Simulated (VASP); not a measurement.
# Rb (P6_3/mmc) in VASP: single point with PBE

Aim: the single point of Rb with PBE.

Everything below comes from runs of VASP 6.6.1. Logs are shortened: lines on timing, memory, paths and dates and some standing lists are left out, and cuts for length are marked.

### 1 The cell of the first run

The structure is hexagonal, space group P6_3/mmc (No. 194). The conventional cell has a = 4.505 Å, b = 4.505 Å, c = 7.298 Å, α = 90.00°, β = 90.00°, γ = 120.00°. Within 5.9 Å of Rb (site symmetry -6m2) lie 12 Rb at 4.48 to 4.50 Å.

This isn't the form of Rb at room conditions, which is bcc.

### 2 Single point, PBE

INCAR

```
SYSTEM = Rb
  PREC = Accurate
  ENCUT = 520
  EDIFF = 1E-6
  ISMEAR = -1
  SIGMA = 0.08
  LREAL = .False.
  LASPH = .True.
  NELM = 100
  ALGO = Normal
  ISIF = 2
  LWAVE = .False.
  LCHARG = .True.
  GGA = PE
  LELF = .True.
  LVHAR = .True.
  NBANDS = 16
```

KPOINTS

```
regular mesh
0
Gamma
  10 10 6
  0 0 0
```

POSCAR

```
Rb
1.0
    4.5049592092      0.0000000000      0.0000000000
   -2.2524796046      3.9014091182      0.0000000000
    0.0000000000      0.0000000000      7.2980339189
Rb
2
Direct
    0.3333333333      0.6666666667      0.2500000000
    0.6666666667      0.3333333333      0.7500000000
```

Potentials or basis: VASP PAW PBE potentials, release 64 (Rb_sv).

The run is started by

```
> cat potpaw_PBE.64/Rb_sv/POTCAR > POTCAR
> mpirun -np 1 vasp_std > vasp.out
```

OUTCAR:

```text
SYSTEM = Rb
   PREC = Accurate
   ENCUT = 520
   EDIFF = 1E-6
   ISMEAR = -1
   LREAL = .False.
   LASPH = .True.
   NELM = 100
   ISIF = 2
   GGA = PE

 ion  position               nearest neighbor table
   1  0.333  0.667  0.250-   2 4.48   2 4.48   2 4.48   2 4.48   2 4.48   2 4.48
   2  0.667  0.333  0.750-   1 4.48   1 4.48   1 4.48   1 4.48   1 4.48   1 4.48

  LATTYP: Found a hexagonal cell.
 ALAT       =     4.5049592092
 C/A-ratio  =     1.6200000000

  Lattice vectors:

 A1 = (   4.5049592092,   0.0000000000,   0.0000000000)
 A2 = (  -2.2524796046,   3.9014091182,   0.0000000000)
 A3 = (   0.0000000000,   0.0000000000,   7.2980339189)

Analysis of symmetry for initial positions (statically):
=====================================================================
 Subroutine PRICEL returns:
 Original cell was already a primitive cell.

 Routine SETGRP: Setting up the symmetry group for a
 hexagonal supercell.

 Subroutine GETGRP returns: Found 24 space group operations
 (whereof 12 operations were pure point group operations)
 out of a pool of 24 trial point group operations.

The static configuration has the point symmetry D_3d.
 The point group associated with its full space group is D_6h.

Analysis of symmetry for dynamics (positions and initial velocities):
=====================================================================
 Subroutine PRICEL returns:
 Original cell was already a primitive cell.

 Routine SETGRP: Setting up the symmetry group for a
 hexagonal supercell.

 Subroutine GETGRP returns: Found 24 space group operations
 (whereof 12 operations were pure point group operations)
 out of a pool of 24 trial point group operations.

The dynamic configuration has the point symmetry D_3d.
 The point group associated with its full space group is D_6h.

 Subroutine INISYM returns: Found 24 space group operations
 (whereof 12 operations are pure point group operations),
 and found     1 'primitive' translations

----------------------------------------------------------------------------------------

                                     Primitive cell

  volume of cell :     128.2680

  direct lattice vectors                    reciprocal lattice vectors
     4.504959209  0.000000000  0.000000000     0.221977593  0.128158823  0.000000000
    -2.252479605  3.901409118  0.000000000     0.000000000  0.256317646  0.000000000
     0.000000000  0.000000000  7.298033919     0.000000000  0.000000000  0.137023205

  length of vectors
     4.504959209  4.504959209  7.298033919     0.256317646  0.256317646  0.137023205

  position of ions in fractional coordinates (direct lattice)
     0.333333333  0.666666667  0.250000000
     0.666666667  0.333333333  0.750000000

  ion indices of the primitive-cell ions
   primitive index   ion index
                 1           1
                 2           2

----------------------------------------------------------------------------------------

 KPOINTS: regular mesh

Automatic generation of k-mesh.
 Grid dimensions read from file:
 generate k-points for:   10   10    6

 Generating k-lattice:

  Cartesian coordinates                     Fractional coordinates (reciprocal lattice)
     0.022197759  0.012815882  0.000000000     0.100000000  0.000000000  0.000000000
     0.000000000  0.025631765  0.000000000     0.000000000  0.100000000  0.000000000
     0.000000000  0.000000000  0.022837201     0.000000000  0.000000000  0.166666667

  Length of vectors
     0.025631765  0.025631765  0.022837201

  Shift w.r.t. Gamma in fractional coordinates (k-lattice)
     0.000000000  0.000000000  0.000000000

 Subroutine IBZKPT returns following result:
 ===========================================

 Found     56 irreducible k-points:

 Following reciprocal coordinates:
            Coordinates               Weight
  0.000000  0.000000  0.000000      1.000000
  0.100000  0.000000  0.000000      6.000000
  0.200000  0.000000  0.000000      6.000000
  0.300000 -0.000000  0.000000      6.000000
  0.400000  0.000000  0.000000      6.000000
  0.500000 -0.000000  0.000000      3.000000
[... 16 lines left out ...]
  0.300000  0.100000  0.166667     24.000000
  0.400000  0.100000  0.166667     24.000000
 [... further k-points ...]
   k-points           NKPTS =     56   k-points in BZ     NKDIM =     56   number of bands    NBANDS=     16
   number of dos      NEDOS =    301   number of ions     NIONS =      2
   total plane-waves  NPLWV =  69984
   dimension x,y,z NGX =    36 NGY =   36 NGZ =   54
   dimension x,y,z NGXF=    72 NGYF=   72 NGZF=  108
   ions per type =               2
   NGX,Y,Z   is equivalent  to a cutoff of  13.29, 13.29, 12.30 a.u.
   NGXF,Y,Z  is equivalent  to a cutoff of  26.57, 26.57, 24.60 a.u.
 SYSTEM =  Rb
   PREC   = accura    normal or accurate (medium, high low for compatibility)
   ISTART =      0    job   : 0-new  1-cont  2-samecut
   ICHARG =      2    charge: 1-file 2-atom 10-const
   ISPIN  =      1    spin polarized calculation?
   LNONCOLLINEAR =      F non collinear calculations
   LSORBIT =      F    spin-orbit coupling
   LASPH  =      T    aspherical Exc in radial PAW
   ENCUT  =  520.0 eV  38.22 Ry    6.18 a.u.   8.38  8.38 13.57*2*pi/ulx,y,z
   NELM   =    100;   NELMIN=  2; NELMDL= -5     # of ELM steps
   EDIFF  = 0.1E-05   stopping-criterion for ELM
   LREAL  =      F    real-space projection
   EDIFFG = 0.1E-04   stopping-criterion for IOM
   NSW    =      0    number of steps for IOM
   IBRION =     -1    ionic relax: 0-MD 1-quasi-New 2-CG
   NFREE  =      0    steps in history (QN), initial steepest desc. (CG)
   ISIF   =      2    stress and relaxation
   ISYM   =      2    0-nonsym 1-usesym 2-fastsym
   POTIM  = 0.5000    time-step for ionic-motion
   TEBEG  =    0.0;   TEEND  =   0.0 temperature during run
   PSTRESS=    0.0 pullay stress
   NELECT =      18.0000    total number of electrons
   NUPDOWN=      -1.0000    fix difference up-down
   EMIN   =  10.00;   EMAX   =-10.00  energy-range for DOS
   EFERMI =   0.00;   METHOD = LEGACY
   ISMEAR =    -1;   SIGMA  =   0.08  broadening in eV -4-tet -1-fermi 0-gaus
   EFERMI_NEDOS =   21; number of points for ismear=-14 and -15
   IALGO  =     38    algorithm
   IMIX   =      4    mixing-type and parameters
     AMIX     =   0.40;   BMIX     =  1.00
     AMIX_MAG =   1.60;   BMIX_MAG =  1.00
  volume/ion in A,a.u.               =      64.13       432.80
  Fermi-wavevector in a.u.,A,eV,Ry     =   0.850732  1.607651  9.847155  0.723745
  Thomas-Fermi vector in A             =   1.966755
   LORBIT       =      0    0 simple, 1 ext, 2 COOP (PROOUT), +10 PAW based schemes
   GGA     = PE    functional components
   LHFCALC =     F    Hartree Fock is set to
   AEXX    =    0.0000 exact exchange contribution
   IVDW    =     0    specifies the selected vdW correction
   LEPSILON=     F    determine dielectric tensor
   LRPA    =     F    only Hartree local field effects (RPA)
 non-spin polarized calculation
  energy-cutoff  :      520.00
  volume of cell :      128.27
 maximum number of plane-waves:      3496
 NGX is ok and might be reduce to    36
   NGX = 17   NGY = 17   NGZ = 27

 number of electron      18.0000000 magnetization

 Free energy of the ion-electron system (eV)
  ---------------------------------------------------
  ext. energy  EPLUGINS =         0.00000000
  ---------------------------------------------------
  free energy    TOTEN  =        -1.64910430 eV

  energy without entropy =       -1.61233420  energy(sigma->0) =       -1.63071925

 E-fermi :   0.9661     XC(G=0):  -6.3884

 val. band max:        0.9527449530   @ k =   0.3000   0.2000   0.3333
 cond. band min:       0.9957793815   @ k =   0.5000  -0.0000   0.0000
 fundamental gap:      0.0430344285
 Fermi energy:         0.9660581549

 k-point     1 :       0.0000    0.0000    0.0000
  band No.  band energies     occupation
      1     -27.8382      2.00000
      2     -27.8178      2.00000
      3     -12.1152      2.00000
      4     -11.8512      2.00000
      5     -11.8512      2.00000
      6     -11.8112      2.00000
[... 8 lines left out ...]
     15       5.2060      0.00000
     16       5.2060      0.00000

 k-point     2 :       0.1000    0.0000    0.0000
  band No.  band energies     occupation
      1     -27.8365      2.00000
      2     -27.8170      2.00000
      3     -12.1053      2.00000
      4     -11.8730      2.00000
      5     -11.8581      2.00000
      6     -11.8340      2.00000
[... 8 lines left out ...]
     15       5.0960      0.00000
     16       5.3474      0.00000

 k-point     3 :       0.2000    0.0000    0.0000
  band No.  band energies     occupation
      1     -27.8321      2.00000
      2     -27.8151      2.00000
      3     -12.0777      2.00000
      4     -11.9304      2.00000
      5     -11.8914      2.00000
      6     -11.8754      2.00000
[... 8 lines left out ...]
     15       5.1380      0.00000
     16       5.1681      0.00000

 k-point     4 :       0.3000   -0.0000    0.0000
  band No.  band energies     occupation
      1     -27.8263      2.00000
      2     -27.8131      2.00000
      3     -12.0385      2.00000
      4     -12.0018      2.00000
      5     -11.9585      2.00000
      6     -11.8957      2.00000
[... 8 lines left out ...]
     15       4.8285      0.00000
     16       5.6820      0.00000
[... 324 lines left out ...]
 k-point    22 :       0.2000    0.1000    0.1667
  band No.  band energies     occupation
      1     -27.8274      2.00000
      2     -27.8148      2.00000
      3     -12.0502      2.00000
      4     -11.9604      2.00000
      5     -11.9438      2.00000
      6     -11.8864      2.00000
[... 8 lines left out ...]
     15       4.7315      0.00000
     16       5.4726      0.00000

 k-point    23 :       0.3000    0.1000    0.1667
  band No.  band energies     occupation
      1     -27.8220      2.00000
      2     -27.8130      2.00000
      3     -12.0522      2.00000
      4     -12.0098      2.00000
      5     -11.9702      2.00000
      6     -11.9098      2.00000
[... 8 lines left out ...]
     15       4.4697      0.00000
     16       5.7533      0.00000

 k-point    24 :       0.4000    0.1000    0.1667
  band No.  band energies     occupation
      1     -27.8182      2.00000
      2     -27.8124      2.00000
      3     -12.0802      2.00000
      4     -12.0349      2.00000
      5     -11.9597      2.00000
      6     -11.9204      2.00000
[... 8 lines left out ...]
     15       4.3885      0.00000
     16       5.9711      0.00000

 [... further k-points ...]

------------------------ aborting loop because EDIFF is reached ----------------------------------------

  FORCE on cell =-STRESS in cart. coord.  units (eV):
  Direction    XX          YY          ZZ          XY          YZ          ZX
  --------------------------------------------------------------------------------------
  -------------------------------------------------------------------------------------
  Total        1.5066705      1.5066705      1.5172988     -0.0000000      0.0000000      0.0000000
  in kB       18.8196102     18.8196102     18.9523673     -0.0000000      0.0000000      0.0000000
  external PRESSURE =      18.8638626 kB  Pullay stress =       0.0000000 kB

 VOLUME and BASIS-vectors are now :
 -----------------------------------------------------------------------------
  energy-cutoff  :      520.00
  volume of cell :      128.27
      direct lattice vectors                 reciprocal lattice vectors
     4.504959209  0.000000000  0.000000000     0.221977593  0.128158823  0.000000000
    -2.252479605  3.901409118  0.000000000     0.000000000  0.256317646  0.000000000
     0.000000000  0.000000000  7.298033919     0.000000000  0.000000000  0.137023205

 POSITION                                       TOTAL-FORCE (eV/Angst)
 -----------------------------------------------------------------------------------
     -0.00000      2.60094      1.82451         0.000000      0.000000     -0.000000
      2.25248      1.30047      5.47353        -0.000000     -0.000000      0.000000
 -----------------------------------------------------------------------------------
    total drift:                               -0.000000      0.000000     -0.000000

  FREE ENERGIE OF THE ION-ELECTRON SYSTEM (eV)
  ---------------------------------------------------
  free  energy   TOTEN  =        -1.6491043023 eV

  energy  without entropy=       -1.6123341980  energy(sigma->0) =       -1.63071925
```

Run time: 2.2 min. Hardware: 1 thread of Intel Xeon 8259CL, shared host; peak memory 0.29 GiB.

What came out:

```
Free energy            : -1.6491 eV
Pressure               : 1.9 GPa
Band gap on the k mesh : zero (bands 9 and 10 overlap by 2.38 eV)
```

Levels at points of the mesh, in eV from the Fermi level:
| k point | band 6 | band 7 | band 8 | band 9 | band 10 | band 11 | band 12 | band 13 |
| --- | --- | --- | --- | --- | --- | --- | --- | --- |
| (0.00, 0.00, 0.00) | -12.78 | -12.78 | -12.77 | -2.46 | 0.04 | 1.02 | 3.70 | 3.70 |
| (0.50, 0.00, 0.00) | -12.88 | -12.85 | -12.81 | 0.03 | 0.40 | 1.11 | 1.46 | 2.45 |
| (0.00, 0.00, 0.50) | -12.80 | -12.80 | -12.80 | -1.54 | -1.54 | 2.50 | 2.50 | 3.73 |
| (0.50, 0.00, 0.50) | -12.85 | -12.85 | -12.85 | 0.26 | 0.26 | 1.28 | 1.28 | 2.56 |
